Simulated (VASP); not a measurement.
# Y2P (R-3m) in VASP: a series of runs

Runs on Y2P. Level: PBE. Tasks: single point, relaxation of cell and atoms.

Program: VASP 6.6.1. These are calculated values, not measurements. Logs are shortened: lines on timing, memory, paths and dates and some standing lists are left out, and cuts for length are marked.

**1. The cell of the first run**

It takes space group R-3m (No. 166, trigonal). The conventional cell has a = 3.823 Å, b = 3.823 Å, c = 17.322 Å, α = 90.00°, β = 90.00°, γ = 120.00°. Y (site symmetry 3m) has 3 P at 2.64 Å and 12 Y at 3.63 to 3.82 Å within 3.9 Å. Within 3.5 Å of P (site symmetry -3m) lie 6 Y at 2.64 Å.

**2. Single point, PBE**

Contents of INCAR:

```
SYSTEM = Y2P
PREC = Accurate ; ENCUT = 500
EDIFF = 1E-6 ; ISMEAR = 0
SIGMA = 0.1 ; LREAL = .False.
LASPH = .True. ; NELM = 120
ALGO = Normal ; ISIF = 2
LWAVE = .False. ; LCHARG = .False.
GGA = PE ; NBANDS = 20
GGA_COMPAT = .False.
```

Contents of KPOINTS:

```
regular mesh
0
Gamma
  6 6 6
  0 0 0
```

Contents of POSCAR:

```
Y2P
1.0
    1.9117085205      1.1037254289      5.7738487716
   -1.9117085205      1.1037254289      5.7738487716
    0.0000000000     -2.2074508579      5.7738487716
Y P
2 1
Direct
    0.7500000000      0.7500000000      0.7500000000
    0.2500000000      0.2500000000      0.2500000000
    0.0000000000      0.0000000000      0.0000000000
```

Potentials or basis: VASP PAW PBE potentials, release 64 (Y_sv, P).

Launch:

```sh
$ cat potpaw_PBE.64/Y_sv/POTCAR potpaw_PBE.64/P/POTCAR > POTCAR
$ mpirun -np 1 vasp_std > vasp.out
```

OUTCAR:

```text
SYSTEM = Y2P
   PREC = Accurate
   ENCUT = 500
   EDIFF = 1E-6
   ISMEAR = 0
   LREAL = .False.
   LASPH = .True.
   NELM = 120
   ISIF = 2
   GGA = PE

 ion  position               nearest neighbor table
   1  0.750  0.750  0.750-   3 2.64   3 2.64   3 2.64   2 3.63   2 3.63   2 3.63   2 3.63   2 3.63
                             2 3.63
   2  0.250  0.250  0.250-   3 2.64   3 2.64   3 2.64   1 3.63   1 3.63   1 3.63   1 3.63   1 3.63
                             1 3.63
   3  0.000  0.000  0.000-   1 2.64   1 2.64   2 2.64   2 2.64   1 2.64   2 2.64

  LATTYP: Found a trigonal (rhomboedric) cell.
 ALAT       =     6.1814374483
 COS(alpha) =     0.8087090652

  Lattice vectors:

 A1 = (   1.9117085205,   1.1037254289,   5.7738487716)
 A2 = (  -1.9117085205,   1.1037254289,   5.7738487716)
 A3 = (   0.0000000000,  -2.2074508579,   5.7738487716)

Analysis of symmetry for initial positions (statically):
=====================================================================
 Subroutine PRICEL returns:
 Original cell was already a primitive cell.

 Routine SETGRP: Setting up the symmetry group for a
 trigonal (rhombohedral) supercell.

 Subroutine GETGRP returns: Found 12 space group operations
 (whereof 12 operations were pure point group operations)
 out of a pool of 12 trial point group operations.

The static configuration has the point symmetry D_3d.

Analysis of symmetry for dynamics (positions and initial velocities):
=====================================================================
 Subroutine PRICEL returns:
 Original cell was already a primitive cell.

 Routine SETGRP: Setting up the symmetry group for a
 trigonal (rhombohedral) supercell.

 Subroutine GETGRP returns: Found 12 space group operations
 (whereof 12 operations were pure point group operations)
 out of a pool of 12 trial point group operations.

The dynamic configuration has the point symmetry D_3d.

 Subroutine INISYM returns: Found 12 space group operations
 (whereof 12 operations are pure point group operations),
 and found     1 'primitive' translations

----------------------------------------------------------------------------------------

                                     Primitive cell

  volume of cell :      73.0970

  direct lattice vectors                    reciprocal lattice vectors
     1.911708520  1.103725429  5.773848772     0.261546148  0.151003739  0.057731566
    -1.911708520  1.103725429  5.773848772    -0.261546148  0.151003739  0.057731566
     0.000000000 -2.207450858  5.773848772     0.000000000 -0.302007478  0.057731566

  length of vectors
     6.181437448  6.181437448  6.181437448     0.307475935  0.307475935  0.307475935

  position of ions in fractional coordinates (direct lattice)
     0.750000000  0.750000000  0.750000000
     0.250000000  0.250000000  0.250000000
     0.000000000  0.000000000  0.000000000

  ion indices of the primitive-cell ions
   primitive index   ion index
                 1           1
                 2           2
                 3           3

----------------------------------------------------------------------------------------

 KPOINTS: regular mesh

Automatic generation of k-mesh.
 Grid dimensions read from file:
 generate k-points for:    6    6    6

 Generating k-lattice:

  Cartesian coordinates                     Fractional coordinates (reciprocal lattice)
     0.043591025  0.025167290  0.009621928     0.166666667 -0.000000000  0.000000000
    -0.043591025  0.025167290  0.009621928    -0.000000000  0.166666667  0.000000000
     0.000000000 -0.050334580  0.009621928     0.000000000  0.000000000  0.166666667

  Length of vectors
     0.051245989  0.051245989  0.051245989

  Shift w.r.t. Gamma in fractional coordinates (k-lattice)
     0.000000000  0.000000000  0.000000000

 Subroutine IBZKPT returns following result:
 ===========================================

 Found     32 irreducible k-points:

 Following reciprocal coordinates:
            Coordinates               Weight
  0.000000  0.000000  0.000000      1.000000
  0.166667  0.000000 -0.000000      6.000000
  0.333333  0.000000 -0.000000      6.000000
  0.500000  0.000000  0.000000      3.000000
  0.166667  0.166667 -0.000000      6.000000
  0.333333  0.166667  0.000000     12.000000
[... 16 lines left out ...]
  0.500000  0.500000  0.166667      6.000000
 -0.333333  0.500000  0.166667     12.000000
 [... further k-points ...]
   k-points           NKPTS =     32   k-points in BZ     NKDIM =     32   number of bands    NBANDS=     20
   number of dos      NEDOS =    301   number of ions     NIONS =      3
   total plane-waves  NPLWV = 110592
   dimension x,y,z NGX =    48 NGY =   48 NGZ =   48
   dimension x,y,z NGXF=    96 NGYF=   96 NGZF=   96
   ions per type =               2   1
   NGX,Y,Z   is equivalent  to a cutoff of  12.91, 12.91, 12.91 a.u.
   NGXF,Y,Z  is equivalent  to a cutoff of  25.82, 25.82, 25.82 a.u.
 SYSTEM =  Y2P
   PREC   = accura    normal or accurate (medium, high low for compatibility)
   ISTART =      0    job   : 0-new  1-cont  2-samecut
   ICHARG =      2    charge: 1-file 2-atom 10-const
   ISPIN  =      1    spin polarized calculation?
   LNONCOLLINEAR =      F non collinear calculations
   LSORBIT =      F    spin-orbit coupling
   LASPH  =      T    aspherical Exc in radial PAW
   ENCUT  =  500.0 eV  36.75 Ry    6.06 a.u.  11.27 11.27 11.27*2*pi/ulx,y,z
   NELM   =    120;   NELMIN=  2; NELMDL= -5     # of ELM steps
   EDIFF  = 0.1E-05   stopping-criterion for ELM
   LREAL  =      F    real-space projection
   EDIFFG = 0.1E-04   stopping-criterion for IOM
   NSW    =      0    number of steps for IOM
   IBRION =     -1    ionic relax: 0-MD 1-quasi-New 2-CG
   NFREE  =      0    steps in history (QN), initial steepest desc. (CG)
   ISIF   =      2    stress and relaxation
   ISYM   =      2    0-nonsym 1-usesym 2-fastsym
   POTIM  = 0.5000    time-step for ionic-motion
   TEBEG  =    0.0;   TEEND  =   0.0 temperature during run
   PSTRESS=    0.0 pullay stress
   NELECT =      27.0000    total number of electrons
   NUPDOWN=      -1.0000    fix difference up-down
   EMIN   =  10.00;   EMAX   =-10.00  energy-range for DOS
   EFERMI =   0.00;   METHOD = LEGACY
   ISMEAR =     0;   SIGMA  =   0.10  broadening in eV -4-tet -1-fermi 0-gaus
   EFERMI_NEDOS =   21; number of points for ismear=-14 and -15
   IALGO  =     38    algorithm
   IMIX   =      4    mixing-type and parameters
     AMIX     =   0.40;   BMIX     =  1.00
     AMIX_MAG =   1.60;   BMIX_MAG =  1.00
  volume/ion in A,a.u.               =      24.37       164.43
  Fermi-wavevector in a.u.,A,eV,Ry     =   1.174617  2.219704 18.772301  1.379725
  Thomas-Fermi vector in A             =   2.311011
   LORBIT       =      0    0 simple, 1 ext, 2 COOP (PROOUT), +10 PAW based schemes
   GGA     = PE    functional components
   LHFCALC =     F    Hartree Fock is set to
   AEXX    =    0.0000 exact exchange contribution
   IVDW    =     0    specifies the selected vdW correction
   LEPSILON=     F    determine dielectric tensor
   LRPA    =     F    only Hartree local field effects (RPA)
 non-spin polarized calculation
 Gauss-broadening in eV      SIGMA  =   0.10
  energy-cutoff  :      500.00
  volume of cell :       73.10
 maximum number of plane-waves:      1873
 NGX is ok and might be reduce to    48
   NGX = 23   NGY = 23   NGZ = 23

 number of electron      27.0000001 magnetization

 Free energy of the ion-electron system (eV)
  ---------------------------------------------------
  ext. energy  EPLUGINS =         0.00000000
  ---------------------------------------------------
  free energy    TOTEN  =       -21.10551245 eV

  energy without entropy =      -21.09276776  energy(sigma->0) =      -21.09914011

 E-fermi :   4.4147     XC(G=0): -10.0408

 val. band max:        4.3896300282   @ k =  -0.3333   0.3333   0.1667
 cond. band min:       4.4174856303   @ k =  -0.3333   0.1667   0.0000
 fundamental gap:      0.0278556021
 Fermi energy:         4.4146895982

 k-point     1 :       0.0000    0.0000    0.0000
  band No.  band energies     occupation
      1     -37.7507      2.00000
      2     -37.6891      2.00000
      3     -18.1563      2.00000
      4     -17.6979      2.00000
      5     -17.6979      2.00000
      6     -17.6178      2.00000
[... 12 lines left out ...]
     19       8.4478      0.00000
     20       8.9245      0.00000

 k-point     2 :       0.1667    0.0000   -0.0000
  band No.  band energies     occupation
      1     -37.7411      2.00000
      2     -37.6878      2.00000
      3     -18.1070      2.00000
      4     -17.7664      2.00000
      5     -17.7105      2.00000
      6     -17.7032      2.00000
[... 12 lines left out ...]
     19       8.3141      0.00000
     20       8.8972      0.00000

 k-point     3 :       0.3333    0.0000   -0.0000
  band No.  band energies     occupation
      1     -37.7188      2.00000
      2     -37.6881      2.00000
      3     -17.9939      2.00000
      4     -17.9023      2.00000
      5     -17.8532      2.00000
      6     -17.7328      2.00000
[... 12 lines left out ...]
     19       8.0837      0.00000
     20       8.7039      0.00000

 k-point     4 :       0.5000    0.0000    0.0000
  band No.  band energies     occupation
      1     -37.6987      2.00000
      2     -37.6972      2.00000
      3     -18.0020      2.00000
      4     -17.9349      2.00000
      5     -17.8236      2.00000
      6     -17.7963      2.00000
[... 429 lines left out ...]
 k-point    23 :       0.5000    0.5000    0.1667
  band No.  band energies     occupation
      1     -37.7122      2.00000
      2     -37.6947      2.00000
      3     -18.0591      2.00000
      4     -17.9881      2.00000
      5     -17.7768      2.00000
      6     -17.7185      2.00000
[... 12 lines left out ...]
     19       8.8278      0.00000
     20       8.9504      0.00000

 k-point    24 :      -0.3333    0.5000    0.1667
  band No.  band energies     occupation
      1     -37.7029      2.00000
      2     -37.6929      2.00000
      3     -18.0750      2.00000
      4     -18.0028      2.00000
      5     -17.8221      2.00000
      6     -17.7277      2.00000
[... 12 lines left out ...]
     19       9.0012      0.00000
     20       9.2178      0.00000

 [... further k-points ...]

------------------------ aborting loop because EDIFF is reached ----------------------------------------

  FORCE on cell =-STRESS in cart. coord.  units (eV):
  Direction    XX          YY          ZZ          XY          YZ          ZX
  --------------------------------------------------------------------------------------
  -------------------------------------------------------------------------------------
  Total        4.4653697      4.4653697      6.0940172      0.0000000     -0.0000000      0.0000000
  in kB       97.8742897     97.8742897    133.5718315      0.0000000     -0.0000000      0.0000000
  external PRESSURE =     109.7734703 kB  Pullay stress =       0.0000000 kB

 VOLUME and BASIS-vectors are now :
 -----------------------------------------------------------------------------
  energy-cutoff  :      500.00
  volume of cell :       73.10
      direct lattice vectors                 reciprocal lattice vectors
     1.911708520  1.103725429  5.773848772     0.261546148  0.151003739  0.057731566
    -1.911708520  1.103725429  5.773848772    -0.261546148  0.151003739  0.057731566
     0.000000000 -2.207450858  5.773848772     0.000000000 -0.302007478  0.057731566

 POSITION                                       TOTAL-FORCE (eV/Angst)
 -----------------------------------------------------------------------------------
      0.00000     -0.00000     12.99116         0.000000     -0.000000      1.236355
      0.00000     -0.00000      4.33039         0.000000      0.000000     -1.236355
      0.00000      0.00000      0.00000         0.000000      0.000000     -0.000000
 -----------------------------------------------------------------------------------
    total drift:                                0.000000      0.000000     -0.000000

  FREE ENERGIE OF THE ION-ELECTRON SYSTEM (eV)
  ---------------------------------------------------
  free  energy   TOTEN  =       -21.1055124549 eV

  energy  without entropy=      -21.0927677648  energy(sigma->0) =      -21.09914011
```

Run time: 2.1 min. Hardware: 1 thread of Intel Xeon 8259CL, shared host; peak memory 0.36 GiB.

Results:

```
Free energy            : -21.1055 eV
Pressure               : 11.0 GPa
Largest force          : 1.236 eV/Å
Band gap on the k mesh : zero (an odd number of electrons rules out a gap without spin polarisation)
```

Forces on the atoms (eV/Å):
```
Y    0.000  0.000  1.236
Y    0.000  0.000 -1.236
P    0.000  0.000  0.000
```

Caveat: the cell stands under pressure; forces of over 1 eV/Å act on the atoms, so gaps and moduli don't describe the material at rest.

**3. Single point, PBE**

This run uses another cell than the first one, of 27.64 Å³/atom.

Contents of INCAR:

```
SYSTEM = Y2P
PREC = Accurate
ENCUT = 500
EDIFF = 1E-6
ISMEAR = 0
SIGMA = 0.1
LREAL = .False.
LASPH = .True.
NELM = 120
ALGO = Normal
ISIF = 2
LWAVE = .False.
LCHARG = .False.
GGA = PE
NBANDS = 20
GGA_COMPAT = .False.
```

Contents of KPOINTS:

```
Automatic mesh
0
Gamma
  6 6 6
  0 0 0
```

Contents of POSCAR:

```
Y2P
1.0
    1.9638879815      1.1338512547      6.2055295110
   -1.9638879815      1.1338512547      6.2055295110
    0.0000000000     -2.2677025095      6.2055295110
Y P
2 1
Direct
    0.7507737306      0.7507737306      0.7507737306
    0.2492262694      0.2492262694      0.2492262694
    0.0000000000      0.0000000000      0.0000000000
```

Potentials or basis: VASP PAW PBE potentials, release 64 (Y_sv, P).

Launch:

```sh
$ cat potpaw_PBE.64/Y_sv/POTCAR potpaw_PBE.64/P/POTCAR > POTCAR
$ mpirun -np 1 vasp_std > vasp.out
```

Wall time 2.1 min (1 thread of Intel Xeon 8259CL, shared host); peak memory 0.37 GiB.

The run converged. Its results:

| Item | Value |
| --- | --- |
| Free energy | -21.4471 eV |
| Pressure | -0.3 GPa |
| Largest force | 0.005 eV/Å |
| Band gap on the k mesh | zero (an odd number of electrons rules out a gap without spin polarisation) |

Forces on the atoms (eV/Å):
```
Y    0.000  0.000  0.005
Y    0.000  0.000 -0.005
P    0.000  0.000  0.000
```

Stress tensor (GPa, compression positive):
```
-0.42  0.00  0.00
 0.00 -0.42  0.00
 0.00  0.00  0.00
```

Levels at points of the mesh, in eV from the Fermi level:
| k point | band 10 | band 11 | band 12 | band 13 | band 14 | band 15 | band 16 | band 17 |
| --- | --- | --- | --- | --- | --- | --- | --- | --- |
| (0.00, 0.00, 0.00) | -3.96 | -1.98 | -1.98 | -1.94 | 1.17 | 1.17 | 1.41 | 2.34 |
| (0.50, 0.00, 0.00) | -3.99 | -2.76 | -2.14 | -0.75 | -0.30 | 0.51 | 2.19 | 2.26 |
| (0.50, 0.50, 0.00) | -4.22 | -2.72 | -2.21 | -0.84 | -0.41 | 1.06 | 2.99 | 3.08 |
| (0.50, 0.50, 0.50) | -4.53 | -1.89 | -1.89 | -0.29 | 0.04 | 1.38 | 1.38 | 2.24 |

[end of part 1 of 2]

The gap in the log of VASP goes by the Fermi energy; the results here count the filled bands.